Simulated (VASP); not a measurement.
# Si2Mo (I4/mmm) in VASP: notebook, part 2 of 2

VASP 6.6.1.

## 3. Relaxation of shape and atoms at fixed volume, r2SCAN (13.63 Å³/atom)

This run uses another cell than the first one, of 13.63 Å³/atom.

Contents of POSCAR:

```
Si2Mo
1.0
   -1.6119156023      1.6119156023      3.9336387856
    1.6119156023     -1.6119156023      3.9336387856
    1.6119156023      1.6119156023     -3.9336387856
Si Mo
2 1
Direct
    0.3354950496      0.3354950496      0.0000000000
    0.6645049504      0.6645049504      0.0000000000
    0.0000000000      0.0000000000      0.0000000000
```

Contents of INCAR.step1:

```
SYSTEM = Si2Mo
ALGO = Normal
EDIFF = 1E-4
ENCUT = 600
GGA = PE
ISMEAR = 0
LASPH = .True.
LCHARG = .False.
LREAL = .False.
LWAVE = .True.
NELM = 60
PREC = Accurate
SIGMA = 0.05
```

Contents of INCAR.step2:

```
SYSTEM = Si2Mo
ALGO = Normal
EDIFF = 1E-7
EDIFFG = -0.01
ENCUT = 600
IBRION = 2
ISIF = 4
ISMEAR = 0
ISTART = 1
LASPH = .True.
LCHARG = .False.
LMIXTAU = .True.
LREAL = .False.
LWAVE = .False.
METAGGA = R2SCAN
NELM = 60
NSW = 60
PREC = Accurate
SIGMA = 0.05
```

Contents of KPOINTS:

```
k-points
0
Gamma
  10 10 10
  0 0 0
```

Potentials or basis: VASP PAW PBE potentials, release 64 (Si, Mo_sv).

Command:

```bash
cat potpaw_PBE.64/Si/POTCAR potpaw_PBE.64/Mo_sv/POTCAR > POTCAR
cp INCAR.step1 INCAR
mpirun -np 1 vasp_std > vasp.out
cp INCAR.step2 INCAR
mpirun -np 1 vasp_std > vasp.out
```

OUTCAR:

```text
SYSTEM = Si2Mo
   EDIFF = 1E-7
   EDIFFG = -0.01
   ENCUT = 600
   IBRION = 2
   ISIF = 4
   ISMEAR = 0
   ISTART = 1
   LASPH = .True.
   LREAL = .False.
   METAGGA = R2SCAN
   NELM = 60
   NSW = 60
   PREC = Accurate

 ion  position               nearest neighbor table
   1  0.335  0.335  0.000-   2 2.59   3 2.62   3 2.62   3 2.62   3 2.62   3 2.64   2 2.65   2 2.65
                             2 2.65   2 2.65
   2  0.665  0.665  0.000-   1 2.59   3 2.62   3 2.62   3 2.62   3 2.62   3 2.64   1 2.65   1 2.65
                             1 2.65   1 2.65
   3  0.000  0.000  0.000-   2 2.62   2 2.62   2 2.62   1 2.62   2 2.62   1 2.62   1 2.62   1 2.62
                             1 2.64   2 2.64

  LATTYP: Found a body centered tetragonal cell.
 ALAT       =     3.2238312046
 C/A-ratio  =     2.4403503384

  Lattice vectors:

 A1 = (  -1.6119156023,   1.6119156023,   3.9336387856)
 A2 = (   1.6119156023,  -1.6119156023,   3.9336387856)
 A3 = (   1.6119156023,   1.6119156023,  -3.9336387856)

Analysis of symmetry for initial positions (statically):
=====================================================================
 Subroutine PRICEL returns:
 Original cell was already a primitive cell.

 Routine SETGRP: Setting up the symmetry group for a
 body centered tetragonal supercell.

 Subroutine GETGRP returns: Found 16 space group operations
[... 279 lines left out ...]
 number of electron      22.0000000 magnetization

 Free energy of the ion-electron system (eV)
  ---------------------------------------------------
  ext. energy  EPLUGINS =         0.00000000
  ---------------------------------------------------
  free energy    TOTEN  =       -45.00638167 eV

  energy without entropy =      -45.00607271  energy(sigma->0) =      -45.00622719

 E-fermi :  11.8934     XC(G=0): -13.2995

 val. band max:       11.8871708450   @ k =  -0.4000   0.5000   0.4000
 cond. band min:      12.1399365582   @ k =  -0.4000   0.4000   0.4000
 fundamental gap:      0.2527657133
 Fermi energy:        11.8934152106

 k-point     1 :       0.0000    0.0000    0.0000
  band No.  band energies     occupation
      1     -50.6338      2.00000
      2     -24.0600      2.00000
      3     -23.9852      2.00000
      4     -23.9852      2.00000
      5      -2.0264      2.00000
      6       5.3450      2.00000
      7       8.5373      2.00000
      8       8.9838      2.00000
      9       9.2489      2.00000
     10       9.2489      2.00000
     11      12.3231      0.00000
     12      15.3417      0.00000
     13      15.5166      0.00000
     14      15.5613      0.00000
[... 401 lines left out ...]
      2     -24.1936      2.00000
      3     -24.1231      2.00000
      4     -24.0256      2.00000
      5       2.2099      2.00000
      6       3.3423      2.00000
      7       6.0104      2.00000
      8       7.9430      2.00000
      9       8.8759      2.00000
     10       9.6242      2.00000
     11      10.0100      2.00000
     12      12.7131      0.00000
     13      13.6936      0.00000
     14      15.5155      0.00000
     15      17.1685      0.00000

 [... further k-points ...]

------------------------ aborting loop because EDIFF is reached ----------------------------------------

  FORCE on cell =-STRESS in cart. coord.  units (eV):
  Direction    XX          YY          ZZ          XY          YZ          ZX
  --------------------------------------------------------------------------------------
  -------------------------------------------------------------------------------------
  Total       -0.9625429     -0.9625429     -0.9603990      0.0000000      0.0000000      0.0000000
  in kB      -37.7217298    -37.7217298    -37.6377108      0.0000000      0.0000000      0.0000000
  external PRESSURE =     -37.6937235 kB  Pullay stress =       0.0000000 kB
[... 18 lines left out ...]
  FREE ENERGIE OF THE ION-ELECTRON SYSTEM (eV)
  ---------------------------------------------------
  free  energy   TOTEN  =       -45.0063816725 eV

  energy  without entropy=      -45.0060727066  energy(sigma->0) =      -45.00622719

 reached required accuracy - stopping structural energy minimisation
```

OSZICAR.step1:

```text
N       E                     dE             d eps       ncg     rms          rms(c)
DAV:   1     0.136756485858E+03    0.13676E+03   -0.12375E+04  3060   0.155E+03
DAV:   2    -0.207667207730E+02   -0.15752E+03   -0.15561E+03  3767   0.356E+02
DAV:   3    -0.241587597179E+02   -0.33920E+01   -0.33754E+01  4082   0.477E+01
DAV:   4    -0.241745810764E+02   -0.15821E-01   -0.15807E-01  3529   0.389E+00
DAV:   5    -0.241747219937E+02   -0.14092E-03   -0.14091E-03  4138   0.342E-01    0.208E+01
DAV:   6    -0.234284261124E+02    0.74630E+00   -0.77351E+00  3515   0.189E+01    0.448E+00
DAV:   7    -0.232944798899E+02    0.13395E+00   -0.11598E+00  3467   0.689E+00    0.430E+00
DAV:   8    -0.232614838850E+02    0.32996E-01   -0.11257E-01  3683   0.284E+00    0.426E-01
DAV:   9    -0.232609184320E+02    0.56545E-03   -0.22789E-03  3907   0.427E-01    0.241E-01
DAV:  10    -0.232608811309E+02    0.37301E-04   -0.68775E-04  3557   0.245E-01
   1 F= -.23260881E+02 E0= -.23260659E+02  d E =-.444404E-03
```

Wall time 19 min (1 thread of Intel Xeon Platinum 8259CL at 2.50GHz (Skylake/Cascade Lake), shared host); peak memory 0.28 GiB.

What came out:

```yaml
Free_energy: -45.0064 eV
Energy_gained_by_relaxing: 0.1 meV/atom
Ionic_steps: 4
Pressure_after_relaxing: -3.8 GPa
Band_gap_on_the_k_mesh: zero (bands 11 and 12 overlap by 0.99 eV)
```

Step by step:
| step | energy change (eV) | largest force (eV/Å) | pressure (GPa) | volume (Å³) |
| --- | --- | --- | --- | --- |
| 1 | 0.0000 | 0.0452 | -3.84 | 40.88 |
| 2 | -0.0001 | 0.0000 | -3.75 | 40.88 |
| 3 | -0.0002 | 0.0128 | -3.77 | 40.88 |
| 4 | -0.0002 | 0.0004 | -3.77 | 40.88 |

Final structure:
```
Si Mo
1.0
    -1.61270    1.61270    3.92980
     1.61270   -1.61270    3.92980
     1.61270    1.61270   -3.92980
Si Mo
2 1
Direct
  0.33579 0.33579 0.00000
  0.66421 0.66421 0.00000
  0.00000 0.00000 0.00000
```

Levels at points of the mesh, in eV from the Fermi level:
```tsv
k point	band 9	band 10	band 11	band 12	band 13	band 14
(0.00, 0.00, 0.00)	-2.64	-2.64	0.43	3.45	3.62	3.67
(0.50, 0.00, 0.00)	-2.64	-2.47	-0.43	2.56	3.34	4.42
(0.50, 0.50, 0.00)	-4.52	-3.05	-1.31	2.63	3.04	3.50
(0.50, 0.50, 0.50)	-0.48	-0.48	-0.47	-0.47	0.57	5.23
```

Caveat: the PAW data sets were made with another functional, which shifts forces and pressure a little.

The gap in the log of VASP goes by the Fermi energy; the results here count the filled bands.